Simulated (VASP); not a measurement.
The system is W.

```
W
1.0
    -1.39661    1.39661    2.12474
     1.39661   -1.39661    2.12474
     1.39661    1.39661   -2.12474
W
1
Cartesian
  0.0000 0.0000 0.0000
```

```yaml
Program: VASP 6.6.1
Task: relaxation of cell and atoms
Functional: r2SCAN
Potentials_or_basis: VASP PAW PBE potentials, release 64 (W_sv)
Cutoff: 600 eV
k_mesh: 8 × 8 × 8
Occupations: gaussian, width 0.1 eV
Spin: no spin polarisation
```

At the start: pressure -5.6 GPa; volume 16.58 Å³/atom.

Where does the relaxation end?

Over 7 steps the energy falls by 73.3 meV/atom and the volume is 16.29 Å³/atom (-1.7 %); space group I4/mmm (No. 139, to 0.1 Å) before and after.

The path:
```tsv
step	energy change (eV)	largest force (eV/Å)	pressure (GPa)	volume (Å³)
1	0.0000	0.0000	-5.61	16.58
2	0.0075	0.0000	24.55	15.20
3	-0.0349	0.0000	8.30	15.87
4	-0.0629	0.0000	8.11	15.89
5	-0.0632	0.0000	8.19	15.88
6	-0.0727	0.0000	-1.88	16.40
7	-0.0733	0.0000	-0.01	16.29
```

Final structure:
```
CELL_PARAMETERS angstrom
-1.34821 1.34821 2.24088
1.34821 -1.34821 2.24088
1.34821 1.34821 -2.24088
ATOMIC_POSITIONS crystal
W 0.00000 0.00000 0.00000
```

Caveat: the PAW data sets were made with another functional, which shifts forces and pressure a little.
